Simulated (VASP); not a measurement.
# Bi2Te3 (R-3m) in VASP: further runs, part 2 of 2

VASP 6.6.1. The steps go on from the part before.

### Step 3. Electric field gradients, PBEsol (volume scaled by 1.06)

Contents of INCAR:

```
SYSTEM = Bi2Te3
PREC = Accurate
ENCUT = 520
EDIFF = 1E-8
ISMEAR = -1
SIGMA = 0.08
LREAL = .False.
LASPH = .True.
NELM = 100
ALGO = Normal
ISIF = 2
LWAVE = .False.
LCHARG = .False.
GGA = PS
LEFG = .True.
NBANDS = 32
```

Contents of KPOINTS:

```
regular mesh
0
Gamma
  7 7 7
  0 0 0
```

Contents of POSCAR:

```
Bi2Te3
1.0
    2.2360114889      1.2909618350     10.3650474805
   -2.2360114889      1.2909618350     10.3650474805
    0.0000000000     -2.5819236700     10.3650474805
Bi Te
2 3
Direct
    0.4000000000      0.4000000000      0.4000000000
    0.6000000000      0.6000000000      0.6000000000
    0.0000000000      0.0000000000      0.0000000000
    0.2095000000      0.2095000000      0.2095000000
    0.7905000000      0.7905000000      0.7905000000
```

Potentials or basis: VASP PAW PBE potentials, release 64 (Bi_d, Te).

The run is started by

```
$ cat potpaw_PBE.64/Bi_d/POTCAR potpaw_PBE.64/Te/POTCAR > POTCAR
$ mpirun -np 1 vasp_std > vasp.out
```

OUTCAR:

```text
SYSTEM = Bi2Te3
   PREC = Accurate
   ENCUT = 520
   EDIFF = 1E-8
   ISMEAR = -1
   LREAL = .False.
   LASPH = .True.
   NELM = 100
   ISIF = 2
   GGA = PS

 ion  position               nearest neighbor table
   1  0.400  0.400  0.400-   5 3.13   5 3.13   5 3.13   3 3.31   3 3.31   3 3.31
   2  0.600  0.600  0.600-   4 3.13   4 3.13   4 3.13   3 3.31   3 3.31   3 3.31
   3  0.000  0.000  0.000-   2 3.31   1 3.31   2 3.31   2 3.31   1 3.31   1 3.31
   4  0.209  0.209  0.209-   2 3.13   2 3.13   2 3.13
   5  0.791  0.791  0.791-   1 3.13   1 3.13   1 3.13

  LATTYP: Found a trigonal (rhomboedric) cell.
 ALAT       =    10.6817853897
 COS(alpha) =     0.9123624232

  Lattice vectors:

 A1 = (   2.2360114889,   1.2909618350,  10.3650474805)
 A2 = (  -2.2360114889,   1.2909618350,  10.3650474805)
 A3 = (   0.0000000000,  -2.5819236700,  10.3650474805)

Analysis of symmetry for initial positions (statically):
=====================================================================
 Subroutine PRICEL returns:
 Original cell was already a primitive cell.

 Routine SETGRP: Setting up the symmetry group for a
[... 1047 lines left out ...]
      0.00000      0.00000     24.58071         0.000000      0.000000     -0.429487
 -----------------------------------------------------------------------------------
    total drift:                               -0.000000     -0.000000     -0.000000

  FREE ENERGIE OF THE ION-ELECTRON SYSTEM (eV)
  ---------------------------------------------------
  free  energy   TOTEN  =       -20.1715778376 eV

  energy  without entropy=      -20.1698407489  energy(sigma->0) =      -20.17070929

 Electric field gradients (V/A^2)
---------------------------------------------------------------------
 ion       V_xx      V_yy      V_zz      V_xy      V_xz      V_yz
---------------------------------------------------------------------
   1     -12.603   -12.603    25.205     0.000     0.000     0.000
   2     -12.603   -12.603    25.205    -0.000     0.000     0.000
   3     -46.211   -46.211    92.422     0.000    -0.000     0.000
   4      -6.749    -6.749    13.497    -0.000    -0.000     0.000
   5      -6.749    -6.749    13.497    -0.000    -0.000     0.000
---------------------------------------------------------------------

 Electric field gradients after diagonalization (V/A^2)
 (convention: |V_zz| > |V_xx| > |V_yy|)
----------------------------------------------------------------------
 ion       V_xx      V_yy      V_zz     asymmetry (V_yy - V_xx)/ V_zz
----------------------------------------------------------------------
   1     -12.603   -12.603    25.205       0.000
   2     -12.603   -12.603    25.205       0.000
   3     -46.211   -46.211    92.422       0.000
   4      -6.749    -6.749    13.497       0.000
   5      -6.749    -6.749    13.497       0.000
----------------------------------------------------------------------

           NMR quadrupolar parameters

 Cq : quadrupolar parameter    Cq=e*Q*V_zz/h
 eta: asymmetry parameters     (V_yy - V_xx)/ V_zz
 Q  : nuclear electric quadrupole moment in mb (millibarn)
----------------------------------------------------------------------
 ion       Cq(MHz)       eta       Q (mb)
----------------------------------------------------------------------
   1       0.061       0.000       1.000
   2       0.061       0.000       1.000
   3       0.223       0.000       1.000
   4       0.033       0.000       1.000
   5       0.033       0.000       1.000
----------------------------------------------------------------------
```

Run time: 29 min. Hardware: 1 thread of AMD EPYC 7R43 (Zen 3), shared host; peak memory 0.97 GiB.

What came out:

| Quantity | Value |
| --- | --- |
| Free energy | -20.1716 eV |
| Pressure | -3.2 GPa |
| Largest force | 0.429 eV/Å |
| Band gap on the k mesh | 0.26 eV, direct |

Forces on the atoms (eV/Å):
```
Bi   0.000  0.000  0.171
Bi   0.000  0.000 -0.171
Te   0.000  0.000  0.000
Te   0.000  0.000  0.429
Te   0.000  0.000 -0.429
```

Stress tensor (GPa, compression positive):
```
-3.02  0.00  0.00
 0.00 -3.02  0.00
 0.00  0.00 -3.48
```

Levels at points of the mesh, in eV from the valence-band top:
```csv
k point,band 21,band 22,band 23,band 24,band 25,band 26,band 27,band 28
"(0.00, 0.00, 0.00)",-1.51,-0.71,-0.71,0.00,0.26,0.73,0.73,1.96
```

Electric field gradients, principal values (V/Å²):
```tsv
atom	least	middle	greatest (by size)
1 Bi	-12.603	-12.603	25.205
2 Bi	-12.603	-12.603	25.205
3 Te	-46.211	-46.211	92.422
4 Te	-6.749	-6.749	13.497
5 Te	-6.749	-6.749	13.497
```

Caveat: without QUAD_EFG the Cq values of the log hold for a quadrupole moment of 1 mb, not for the nuclei; the PAW data sets were made with another functional, which shifts forces and pressure a little; spin-orbit coupling is left out, which moves the levels of the heavy elements.

### Step 4. Electric field gradients, PBEsol (equal xx and yy strain of +2 %)

Contents of INCAR:

```
PREC = Accurate
ENCUT = 520
EDIFF = 1E-8
ISMEAR = -1
SIGMA = 0.08
LREAL = False
LASPH = True
NELM = 100
ALGO = Normal
ISIF = 2
LWAVE = False
LCHARG = False
GGA = PS
LEFG = True
NBANDS = 32
```

Contents of KPOINTS:

```
Automatic mesh
0
Gamma
  7 7 7
```

Edit POSCAR of step 3 so:

```diff
@@ -2,5 +2,5 @@
 1.0
-    2.2360114889      1.2909618350     10.3650474805
-   -2.2360114889      1.2909618350     10.3650474805
-    0.0000000000     -2.5819236700     10.3650474805
+    2.2368605696      1.2914520519     10.1656700000
+   -2.2368605696      1.2914520519     10.1656700000
+    0.0000000000     -2.5829041039     10.1656700000
 Bi Te
```

Potentials or basis: VASP PAW PBE potentials, release 64 (Bi_d, Te).

The run is started by

```
$ cat potpaw_PBE.64/Bi_d/POTCAR potpaw_PBE.64/Te/POTCAR > POTCAR
$ mpirun -np 1 vasp_std > vasp.out
```

OUTCAR:

```text
PREC = Accurate
   ENCUT = 520
   EDIFF = 1E-8
   ISMEAR = -1
   LREAL = False
   LASPH = True
   NELM = 100
   ISIF = 2
   GGA = PS

 ion  position               nearest neighbor table
   1  0.400  0.400  0.400-   5 3.12   5 3.12   5 3.12   3 3.29   3 3.29   3 3.29
   2  0.600  0.600  0.600-   4 3.12   4 3.12   4 3.12   3 3.29   3 3.29   3 3.29
   3  0.000  0.000  0.000-   2 3.29   1 3.29   2 3.29   2 3.29   1 3.29   1 3.29
   4  0.209  0.209  0.209-   2 3.12   2 3.12   2 3.12   5 3.67   5 3.67   5 3.67
   5  0.791  0.791  0.791-   1 3.12   1 3.12   1 3.12   4 3.67   4 3.67   4 3.67

  LATTYP: Found a trigonal (rhomboedric) cell.
 ALAT       =    10.4886719922
 COS(alpha) =     0.9090365727

  Lattice vectors:

 A1 = (   2.2368605696,   1.2914520519,  10.1656700000)
 A2 = (  -2.2368605696,   1.2914520519,  10.1656700000)
 A3 = (   0.0000000000,  -2.5829041039,  10.1656700000)

Analysis of symmetry for initial positions (statically):
=====================================================================
 Subroutine PRICEL returns:
 Original cell was already a primitive cell.

 Routine SETGRP: Setting up the symmetry group for a
 trigonal (rhombohedral) supercell.

 Subroutine GETGRP returns: Found 12 space group operations
 (whereof 12 operations were pure point group operations)
 out of a pool of 12 trial point group operations.

The static configuration has the point symmetry D_3d.

Analysis of symmetry for dynamics (positions and initial velocities):
=====================================================================
 Subroutine PRICEL returns:
 Original cell was already a primitive cell.

 Routine SETGRP: Setting up the symmetry group for a
 trigonal (rhombohedral) supercell.

 Subroutine GETGRP returns: Found 12 space group operations
 (whereof 12 operations were pure point group operations)
 out of a pool of 12 trial point group operations.

The dynamic configuration has the point symmetry D_3d.

 Subroutine INISYM returns: Found 12 space group operations
 (whereof 12 operations are pure point group operations),
 and found     1 'primitive' translations

----------------------------------------------------------------------------------------

                                     Primitive cell

  volume of cell :     176.1994

  direct lattice vectors                    reciprocal lattice vectors
     2.236860570  1.291452052 10.165670000     0.223527567  0.129053701  0.032790100
    -2.236860570  1.291452052 10.165670000    -0.223527567  0.129053701  0.032790100
     0.000000000 -2.582904104 10.165670000     0.000000000 -0.258107402  0.032790100

  length of vectors
    10.488671992 10.488671992 10.488671992     0.260181901  0.260181901  0.260181901

  position of ions in fractional coordinates (direct lattice)
     0.400000000  0.400000000  0.400000000
     0.600000000  0.600000000  0.600000000
     0.000000000  0.000000000  0.000000000
     0.209500000  0.209500000  0.209500000
     0.790500000  0.790500000  0.790500000

  ion indices of the primitive-cell ions
   primitive index   ion index
[... 91 lines left out ...]
   EFERMI =   0.00;   METHOD = LEGACY
   ISMEAR =    -1;   SIGMA  =   0.08  broadening in eV -4-tet -1-fermi 0-gaus
   EFERMI_NEDOS =   21; number of points for ismear=-14 and -15
   IALGO  =     38    algorithm
   IMIX   =      4    mixing-type and parameters
     AMIX     =   0.40;   BMIX     =  1.00
     AMIX_MAG =   1.60;   BMIX_MAG =  1.00
  volume/ion in A,a.u.               =      35.24       237.81
  Fermi-wavevector in a.u.,A,eV,Ry     =   1.061257  2.005484 15.323775  1.126266
  Thomas-Fermi vector in A             =   2.196666
   LORBIT       =      0    0 simple, 1 ext, 2 COOP (PROOUT), +10 PAW based schemes
   GGA     = PS    functional components
   LHFCALC =     F    Hartree Fock is set to
   AEXX    =    0.0000 exact exchange contribution
   IVDW    =     0    specifies the selected vdW correction
   LEPSILON=     F    determine dielectric tensor
   LRPA    =     F    only Hartree local field effects (RPA)
 non-spin polarized calculation
  energy-cutoff  :      520.00
  volume of cell :      176.20
 maximum number of plane-waves:      4783
 NGX is ok and might be reduce to    80
   NGX = 39   NGY = 39   NGZ = 39

 number of electron      48.0000004 magnetization

 Free energy of the ion-electron system (eV)
  ---------------------------------------------------
  ext. energy  EPLUGINS =         0.00000000
  ---------------------------------------------------
  free energy    TOTEN  =       -20.23047264 eV

  energy without entropy =      -20.22833522  energy(sigma->0) =      -20.22940393

 E-fermi :   5.6414     XC(G=0):  -9.3172

 val. band max:        5.5073402174   @ k =   0.0000   0.0000   0.0000
 cond. band min:       5.7024000781   @ k =   0.0000   0.0000   0.0000
 fundamental gap:      0.1950598606
 Fermi energy:         5.6413892832

 k-point     1 :       0.0000    0.0000    0.0000
  band No.  band energies     occupation
      1     -17.4960      2.00000
      2     -17.4960      2.00000
      3     -17.4947      2.00000
      4     -17.4947      2.00000
      5     -17.4905      2.00000
      6     -17.4893      2.00000
[... 829 lines left out ...]
     31      10.0066      0.00000
     32      10.0377      0.00000

 [... further k-points ...]
[... 5 lines left out ...]
  --------------------------------------------------------------------------------------
  -------------------------------------------------------------------------------------
  Total       -2.7031152     -2.7031152     -2.4704258      0.0000000      0.0000000     -0.0000000
  in kB      -24.5793659    -24.5793659    -22.4635266      0.0000000      0.0000000     -0.0000000
  external PRESSURE =     -23.8740861 kB  Pullay stress =       0.0000000 kB

 VOLUME and BASIS-vectors are now :
 -----------------------------------------------------------------------------
  energy-cutoff  :      520.00
  volume of cell :      176.20
      direct lattice vectors                 reciprocal lattice vectors
     2.236860570  1.291452052 10.165670000     0.223527567  0.129053701  0.032790100
    -2.236860570  1.291452052 10.165670000    -0.223527567  0.129053701  0.032790100
     0.000000000 -2.582904104 10.165670000     0.000000000 -0.258107402  0.032790100

 POSITION                                       TOTAL-FORCE (eV/Angst)
 -----------------------------------------------------------------------------------
      0.00000     -0.00000     12.19880         0.000000     -0.000000      0.125505
      0.00000     -0.00000     18.29821         0.000000      0.000000     -0.125505
      0.00000      0.00000      0.00000         0.000000     -0.000000      0.000000
      0.00000     -0.00000      6.38912         0.000000     -0.000000      0.279155
      0.00000     -0.00000     24.10789         0.000000      0.000000     -0.279155
 -----------------------------------------------------------------------------------
    total drift:                               -0.000000     -0.000000     -0.000000

  FREE ENERGIE OF THE ION-ELECTRON SYSTEM (eV)
  ---------------------------------------------------
  free  energy   TOTEN  =       -20.2304726383 eV

  energy  without entropy=      -20.2283352184  energy(sigma->0) =      -20.22940393

 Electric field gradients (V/A^2)
---------------------------------------------------------------------
 ion       V_xx      V_yy      V_zz      V_xy      V_xz      V_yz
---------------------------------------------------------------------
   1      -7.625    -7.625    15.251     0.000     0.000     0.000
   2      -7.625    -7.625    15.251     0.000    -0.000     0.000
   3     -37.460   -37.460    74.920    -0.000    -0.000     0.000
   4      -0.283    -0.283     0.567    -0.000    -0.000     0.000
   5      -0.283    -0.283     0.567    -0.000    -0.000     0.000
---------------------------------------------------------------------

 Electric field gradients after diagonalization (V/A^2)
 (convention: |V_zz| > |V_xx| > |V_yy|)
----------------------------------------------------------------------
 ion       V_xx      V_yy      V_zz     asymmetry (V_yy - V_xx)/ V_zz
----------------------------------------------------------------------
   1      -7.625    -7.625    15.251       0.000
   2      -7.625    -7.625    15.251       0.000
   3     -37.460   -37.460    74.920       0.000
   4      -0.283    -0.283     0.567       0.000
   5      -0.283    -0.283     0.567       0.000
----------------------------------------------------------------------

           NMR quadrupolar parameters

 Cq : quadrupolar parameter    Cq=e*Q*V_zz/h
 eta: asymmetry parameters     (V_yy - V_xx)/ V_zz
 Q  : nuclear electric quadrupole moment in mb (millibarn)
----------------------------------------------------------------------
 ion       Cq(MHz)       eta       Q (mb)
----------------------------------------------------------------------
   1       0.037       0.000       1.000
   2       0.037       0.000       1.000
   3       0.181       0.000       1.000
   4       0.001       0.000       1.000
   5       0.001       0.000       1.000
----------------------------------------------------------------------
```

OSZICAR:

```text
N       E                     dE             d eps       ncg     rms          rms(c)
DAV:   1     0.427300539293E+03    0.42730E+03   -0.21542E+04  2824   0.143E+03
DAV:   2     0.240095692165E+02   -0.40329E+03   -0.38775E+03  3024   0.372E+02
DAV:   3    -0.186699278575E+02   -0.42679E+02   -0.40772E+02  3656   0.133E+02
DAV:   4    -0.204453195185E+02   -0.17754E+01   -0.17697E+01  3080   0.293E+01
DAV:   5    -0.205300130300E+02   -0.84694E-01   -0.84684E-01  4216   0.631E+00    0.723E+00
DAV:   6    -0.202296538226E+02    0.30036E+00   -0.36658E-01  3800   0.484E+00    0.529E+00
DAV:   7    -0.202306953548E+02   -0.10415E-02   -0.19161E-01  3584   0.193E+00    0.128E+00
DAV:   8    -0.202306864632E+02    0.88916E-05   -0.25880E-02  3144   0.896E-01    0.510E-01
DAV:   9    -0.202303374372E+02    0.34903E-03   -0.21449E-03  3544   0.342E-01    0.287E-01
DAV:  10    -0.202304636501E+02   -0.12621E-03   -0.75424E-04  3104   0.144E-01    0.492E-02
DAV:  11    -0.202304705860E+02   -0.69359E-05   -0.37144E-05  3352   0.382E-02    0.254E-02
DAV:  12    -0.202304728614E+02   -0.22754E-05   -0.13913E-05  3800   0.181E-02    0.149E-02
DAV:  13    -0.202304728336E+02    0.27843E-07   -0.14878E-06  3304   0.780E-03    0.195E-03
DAV:  14    -0.202304727763E+02    0.57232E-07   -0.29882E-07  3064   0.288E-03    0.206E-03
DAV:  15    -0.202304726228E+02    0.15358E-06   -0.63082E-08  2744   0.178E-03    0.109E-03
DAV:  16    -0.202304726337E+02   -0.10898E-07   -0.76477E-09  1984   0.619E-04    0.127E-04
DAV:  17    -0.202304726383E+02   -0.46812E-08   -0.31638E-09  1584   0.399E-04
   1 F= -.20230473E+02 E0= -.20229404E+02  d E =-.213742E-02
```

stdout:

```text
POSCAR found type information on POSCAR BiTe
 POSCAR found :  2 types and       5 ions
 scaLAPACK will be used
 -----------------------------------------------------------------------------
|                                                                             |
|                                                                             |
|     You enforced a specific xc type in the INCAR file but a different       |
|     I HOPE YOU KNOW WHAT YOU ARE DOING!                                     |
|                                                                             |
 -----------------------------------------------------------------------------

 LDA part: xc-table for (Slater+PW92), standard interpolation
 POSCAR, INCAR and KPOINTS ok, starting setup
 FFT: planning ... GRIDC
 FFT: planning ... GRID_SOFT
 FFT: planning ... GRID
 WAVECAR not read
 entering main loop
ion   1

ion   2

ion   3

ion   4

ion   5
```

Run time: 49 min. Hardware: 1 thread of Oxide Virtual Turin-like, shared host; peak memory 0.98 GiB.

Results:

* Free energy: -20.2305 eV
* Pressure: -2.4 GPa
* Largest force: 0.279 eV/Å
* Band gap on the k mesh: 0.20 eV, direct

Forces in eV/Å, atoms in the order of the input:
```
Bi   0.000  0.000  0.126
Bi   0.000  0.000 -0.126
Te   0.000  0.000  0.000
Te   0.000  0.000  0.279
Te   0.000  0.000 -0.279
```

Levels at points of the mesh, in eV from the valence-band top:
| k point | band 20 | band 21 | band 22 | band 23 | band 24 | band 25 | band 26 | band 27 | band 28 | band 29 |
| --- | --- | --- | --- | --- | --- | --- | --- | --- | --- | --- |
| (0.00, 0.00, 0.00) | -1.60 | -1.60 | -0.78 | -0.78 | 0.00 | 0.20 | 0.67 | 0.67 | 1.93 | 2.13 |

Electric field gradients, principal values (V/Å²):
| atom | least | middle | greatest (by size) |
| --- | --- | --- | --- |
| 1 Bi | -7.625 | -7.625 | 15.251 |
| 2 Bi | -7.625 | -7.625 | 15.251 |
| 3 Te | -37.460 | -37.460 | 74.920 |
| 4 Te | -0.283 | -0.283 | 0.567 |
| 5 Te | -0.283 | -0.283 | 0.567 |

Caveat: the cell differs from its parent crystal (equal xx and yy strain of +2 %); without QUAD_EFG the Cq values of the log hold for a quadrupole moment of 1 mb, not for the nuclei; the PAW data sets were made with another functional, which shifts forces and pressure a little; spin-orbit coupling is left out, which moves the levels of the heavy elements.

### Step 5. Summary

```tsv
cell	gap on the mesh (eV)	pressure (GPa)	largest force (eV/Å)
a = 10.546 Å, angles 24.2°, 5 atoms	0.24	-1.5	0.22
a = 10.682 Å, angles 24.2°, 5 atoms	0.26	-3.2	0.43
a = 10.489 Å, angles 24.6°, 5 atoms	0.20	-2.4	0.28
```

Alike in all rows: task electric field gradients; level PBEsol; potentials or basis VASP PAW PBE potentials, release 64 (Bi_d, Te); no spin polarisation; k mesh 7 × 7 × 7; cutoff (eV) 520; smearing fermi-dirac 0.08 eV.

Caveats: the PAW data sets were made with another functional, which shifts forces and pressure a little; spin-orbit coupling is left out, which moves the levels of the heavy elements.

Total energies depend on the potentials used, so only differences within one code and one set of settings carry meaning.
